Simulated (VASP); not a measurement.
# KCl in VASP: further runs, part 2 of 2

VASP 6.6.1. Earlier steps stand in the parts before.

## Step 4: Single point, PBE (equal xy, yz and zx shear strains of +3 %)

The input, INCAR:

```
SYSTEM = KCl
PREC = Accurate
ENCUT = 520
EDIFF = 1E-6
ISMEAR = -1
SIGMA = 0.03
LREAL = .False.
LASPH = .True.
NELM = 100
ALGO = Normal
ISIF = 2
LWAVE = .False.
LCHARG = .False.
GGA = PE
NBANDS = 15
```

The input, KPOINTS:

```
Automatic mesh
0
Gamma
  7 7 7
  0 0 0
```

The input, POSCAR:

```
KCl
1.0
    0.0946830000      3.2034415000      3.2034415000
    3.2034415000      0.0946830000      3.2034415000
    3.2034415000      3.2034415000      0.0946830000
K Cl
1 1
Direct
    0.0000000000      0.0000000000      0.0000000000
    0.5000000000      0.5000000000      0.5000000000
```

Launch:

```bash
$ cat potpaw_PBE.64/K_sv/POTCAR potpaw_PBE.64/Cl/POTCAR > POTCAR
$ mpirun -np 1 vasp_std > vasp.out
```

Wall time 50 s (1 thread of AMD EPYC 7R43 (Zen 3), shared host); peak memory 0.18 GiB.

It converged, with:

| Quantity | Value |
| --- | --- |
| Free energy | -6.8028 eV |
| Pressure | 0.6 GPa |
| Band gap on the k mesh | 5.12 eV, direct |

Stress tensor (GPa, compression positive):
```
 0.60 -0.21 -0.21
-0.21  0.60 -0.21
-0.21 -0.21  0.60
```

Levels at points of the mesh, in eV from the valence-band top:
```csv
k point,band 4,band 5,band 6,band 7,band 8,band 9,band 10,band 11,band 12,band 13
"(0.00, 0.00, 0.00)",-10.72,-10.72,-0.09,0.00,0.00,5.12,8.12,8.46,8.46,9.22
```

Caveat: the cell differs from its parent crystal (equal xy, yz and zx shear strains of +3 %). A k mesh can miss the band edges.

## Step 5: Single point, PBE (equal xx and yy strain of -3 %)

The input, INCAR:

```
SYSTEM = KCl
  PREC = Accurate
  ENCUT = 520
  EDIFF = 1E-6
  ISMEAR = -1
  SIGMA = 0.03
  LREAL = .FALSE.
  LASPH = .TRUE.
  NELM = 60
  ALGO = Normal
  ISIF = 2
  LWAVE = .FALSE.
  LCHARG = .FALSE.
  GGA = PE
  NBANDS = 15
```

The input, KPOINTS:

```
Automatic mesh
0
G
  7 7 7
  0 0 0
```

The input, POSCAR:

```
KCl
1.0
    0.0000000000      3.0614170000      3.1561000000
    3.0614170000      0.0000000000      3.1561000000
    3.0614170000      3.0614170000      0.0000000000
K Cl
1 1
Direct
    0.0000000000      0.0000000000      0.0000000000
    0.5000000000      0.5000000000      0.5000000000
```

Launch:

```bash
$ cat potpaw_PBE.64/K_sv/POTCAR potpaw_PBE.64/Cl/POTCAR > POTCAR
$ mpirun -np 1 vasp_std > vasp.out
```

Run time: 20 s. Hardware: 1 thread of Intel Xeon 6975P-C (Granite Rapids), shared host; peak memory 0.2 GiB.

It converged, with:

- Free energy: -6.7712 eV
- Pressure: 2.0 GPa
- Band gap on the k mesh: 5.36 eV, direct

Stress tensor (GPa, compression positive):
```
2.50 0.00 0.00
0.00 2.50 0.00
0.00 0.00 1.05
```

Levels at points of the mesh, in eV from the valence-band top:
| k point | band 5 | band 6 | band 7 | band 8 | band 9 | band 10 | band 11 | band 12 |
| --- | --- | --- | --- | --- | --- | --- | --- | --- |
| (0.00, 0.00, 0.00) | -10.55 | -0.03 | 0.00 | 0.00 | 5.36 | 8.26 | 8.46 | 8.46 |

Caveat: the cell differs from its parent crystal (equal xx and yy strain of -3 %).

## Step 6: Single point, PBE (zz strain of -2 %)

The input, INCAR:

```
PREC     = Accurate       # precision mode
ENCUT    = 520            # plane-wave cutoff, eV
EDIFF    = 1E-6           # SCF threshold, eV
ISMEAR   = -1             # smearing method
SIGMA    = 0.03           # smearing width, eV
LREAL    = False          # projectors in reciprocal space
LASPH    = True           # aspherical terms in the spheres
NELM     = 60             # most SCF steps
ALGO     = Normal         # electronic algorithm
ISIF     = 2              # what is computed and relaxed
LWAVE    = False          # write WAVECAR
LCHARG   = True           # write CHGCAR
GGA      = PE             # functional
LELF     = True           # ELF
LVHAR    = True         
NBANDS   = 15             # bands
```

The input, KPOINTS:

```
Automatic mesh
0
Gamma
  7 7 7
```

The input, POSCAR:

```
KCl
1.0
    0.0000000000      3.1561000000      3.0929780000
    3.1561000000      0.0000000000      3.0929780000
    3.1561000000      3.1561000000      0.0000000000
K Cl
1 1
Direct
    0.0000000000      0.0000000000      0.0000000000
    0.5000000000      0.5000000000      0.5000000000
```

Potentials or basis: VASP PAW PBE potentials, release 64 (K_sv, Cl).

Launch:

```bash
$ cat potpaw_PBE.64/K_sv/POTCAR potpaw_PBE.64/Cl/POTCAR > POTCAR
$ mpirun -np 1 vasp_std > vasp.out
```

OUTCAR:

```text
PREC = Accurate
   ENCUT = 520
   EDIFF = 1E-6
   ISMEAR = -1
   LREAL = False
   LASPH = True
   NELM = 60
   ISIF = 2
   GGA = PE

 ion  position               nearest neighbor table
   1  0.000  0.000  0.000-   2 3.09   2 3.09   2 3.16   2 3.16   2 3.16   2 3.16
   2  0.500  0.500  0.500-   1 3.09   1 3.09   1 3.16   1 3.16   1 3.16   1 3.16

  LATTYP: Found a body centered tetragonal cell.
 ALAT       =     4.4633994242
 C/A-ratio  =     1.3859292911

  Lattice vectors:

 A1 = (   0.0000000000,  -3.1561000000,  -3.0929780000)
 A2 = (   0.0000000000,   3.1561000000,  -3.0929780000)
 A3 = (   3.1561000000,   0.0000000000,   3.0929780000)

Analysis of symmetry for initial positions (statically):
=====================================================================
 Subroutine PRICEL returns:
 Original cell was already a primitive cell.

 Routine SETGRP: Setting up the symmetry group for a
 body centered tetragonal supercell.

 Subroutine GETGRP returns: Found 16 space group operations
 (whereof 16 operations were pure point group operations)
 out of a pool of 16 trial point group operations.

The static configuration has the point symmetry D_4h.

Analysis of symmetry for dynamics (positions and initial velocities):
=====================================================================
 Subroutine PRICEL returns:
 Original cell was already a primitive cell.

 Routine SETGRP: Setting up the symmetry group for a
 body centered tetragonal supercell.

 Subroutine GETGRP returns: Found 16 space group operations
 (whereof 16 operations were pure point group operations)
 out of a pool of 16 trial point group operations.

The dynamic configuration has the point symmetry D_4h.

 Subroutine INISYM returns: Found 16 space group operations
 (whereof 16 operations are pure point group operations),
 and found     1 'primitive' translations

----------------------------------------------------------------------------------------

[... 122 lines left out ...]
   LRPA    =     F    only Hartree local field effects (RPA)
 non-spin polarized calculation
  energy-cutoff  :      520.00
  volume of cell :       61.62
 maximum number of plane-waves:      1672
 NGX is ok and might be reduce to    36
   NGX = 17   NGY = 17   NGZ = 17

 number of electron      16.0000001 magnetization

 Free energy of the ion-electron system (eV)
  ---------------------------------------------------
  ext. energy  EPLUGINS =         0.00000000
  ---------------------------------------------------
  free energy    TOTEN  =        -6.79770894 eV

  energy without entropy =       -6.79770894  energy(sigma->0) =       -6.79770894

 E-fermi :  -1.1209     XC(G=0):  -7.5838

 val. band max:       -1.7875670947   @ k =   0.0000   0.0000   0.0000
 cond. band min:       3.4258615307   @ k =   0.0000   0.0000   0.0000
 fundamental gap:      5.2134286254
 Fermi energy:        -1.1209472432

 k-point     1 :       0.0000    0.0000    0.0000
  band No.  band energies     occupation
      1     -28.9680      2.00000
      2     -13.9286      2.00000
      3     -12.4293      2.00000
      4     -12.4293      2.00000
      5     -12.4293      2.00000
      6      -1.8026      2.00000
      7      -1.8026      2.00000
      8      -1.7876      2.00000
      9       3.4259      0.00000
     10       6.5472      0.00000
     11       6.5472      0.00000
     12       6.6758      0.00000
     13       7.4228      0.00000
     14       7.5238      0.00000
[... 401 lines left out ...]
      2     -14.0090      2.00000
      3     -12.4969      2.00000
      4     -12.4650      2.00000
      5     -12.2965      2.00000
      6      -2.5991      2.00000
      7      -2.1989      2.00000
      8      -2.1330      2.00000
      9       5.9902      0.00000
     10       6.4162      0.00000
     11       8.0658      0.00000
     12       8.6937      0.00000
     13       9.1645      0.00000
     14       9.6222      0.00000
     15      10.1924      0.00000

 [... further k-points ...]

------------------------ aborting loop because EDIFF is reached ----------------------------------------

  FORCE on cell =-STRESS in cart. coord.  units (eV):
  Direction    XX          YY          ZZ          XY          YZ          ZX
  --------------------------------------------------------------------------------------
  -------------------------------------------------------------------------------------
  Total        0.2879654      0.2879654      0.6165814      0.0000000      0.0000000      0.0000000
  in kB        7.4875985      7.4875985     16.0321830      0.0000000      0.0000000      0.0000000
  external PRESSURE =      10.3357934 kB  Pullay stress =       0.0000000 kB

 VOLUME and BASIS-vectors are now :
 -----------------------------------------------------------------------------
  energy-cutoff  :      520.00
  volume of cell :       61.62
      direct lattice vectors                 reciprocal lattice vectors
     0.000000000  3.156100000  3.092978000    -0.158423371  0.158423371  0.161656501
     3.156100000  0.000000000  3.092978000     0.158423371 -0.158423371  0.161656501
     3.156100000  3.156100000  0.000000000     0.158423371  0.158423371 -0.161656501

 POSITION                                       TOTAL-FORCE (eV/Angst)
 -----------------------------------------------------------------------------------
      0.00000      0.00000      0.00000         0.000000     -0.000000      0.000000
      3.15610      3.15610      3.09298        -0.000000      0.000000     -0.000000
 -----------------------------------------------------------------------------------
    total drift:                                0.000000      0.000000      0.000000

  FREE ENERGIE OF THE ION-ELECTRON SYSTEM (eV)
  ---------------------------------------------------
  free  energy   TOTEN  =        -6.7977089414 eV

  energy  without entropy=       -6.7977089414  energy(sigma->0) =       -6.79770894
```

OSZICAR:

```text
N       E                     dE             d eps       ncg     rms          rms(c)
DAV:   1     0.101659435063E+03    0.10166E+03   -0.70204E+03  1200   0.948E+02
DAV:   2    -0.923977660907E+00   -0.10258E+03   -0.94240E+02  1560   0.240E+02
DAV:   3    -0.690009386618E+01   -0.59761E+01   -0.59439E+01  1683   0.507E+01
DAV:   4    -0.708515875477E+01   -0.18506E+00   -0.18504E+00  1829   0.850E+00
DAV:   5    -0.708658946929E+01   -0.14307E-02   -0.14307E-02  1690   0.823E-01    0.339E+00
DAV:   6    -0.679899500202E+01    0.28759E+00   -0.41483E-01  1543   0.327E+00    0.278E+00
DAV:   7    -0.678435980811E+01    0.14635E-01   -0.10161E-01  1669   0.182E+00    0.159E+00
DAV:   8    -0.679639007957E+01   -0.12030E-01   -0.15711E-02  1432   0.946E-01    0.177E-01
DAV:   9    -0.679712721950E+01   -0.73714E-03   -0.86652E-04  1683   0.186E-01    0.954E-02
DAV:  10    -0.679770097255E+01   -0.57375E-03   -0.59625E-04  1249   0.153E-01    0.190E-02
DAV:  11    -0.679770597436E+01   -0.50018E-05   -0.21417E-05  1705   0.268E-02    0.646E-03
DAV:  12    -0.679770871579E+01   -0.27414E-05   -0.40967E-06  1283   0.143E-02    0.421E-03
DAV:  13    -0.679770894142E+01   -0.22563E-06   -0.33528E-07  1314   0.315E-03
   1 F= -.67977089E+01 E0= -.67977089E+01  d E =-.524046E-11
```

Run time: 21 s. Hardware: 1 thread of Intel Xeon 6975P-C (Granite Rapids), shared host; peak memory 0.21 GiB.

Results:

```
Free energy            : -6.7977 eV
Pressure               : 1.0 GPa
Band gap on the k mesh : 5.21 eV, direct
```

Stress tensor (GPa, compression positive):
```
0.75 0.00 0.00
0.00 0.75 0.00
0.00 0.00 1.60
```

Caveat: the cell differs from its parent crystal (zz strain of -2 %). A k mesh can miss the band edges.

## Step 7: Overview

```csv
cell,gap on the mesh (eV),pressure (GPa)
"a = 4.419 Å, angles 61.3°, 2 atoms",5.12,0.6
"a = 4.486 Å, angles 59.3°, 2 atoms",5.14,0.6
"a = 4.531 Å, angles 58.0°, 2 atoms",5.12,0.6
"a = 4.397, b = 4.397, c = 4.329 Å, angles 60.5, 60.5, 59.0°, 2 atoms",5.36,2.0
"a = 4.419, b = 4.419, c = 4.463 Å, angles 59.7, 59.7, 60.7°, 2 atoms",5.21,1.0
```

Alike in all rows: task single point; level PBE; potentials or basis VASP PAW PBE potentials, release 64 (K_sv, Cl); no spin polarisation; k mesh 7 × 7 × 7; cutoff (eV) 520; smearing fermi-dirac 0.03 eV.

Total energies depend on the potentials used, so only differences within one code and one set of settings carry meaning.
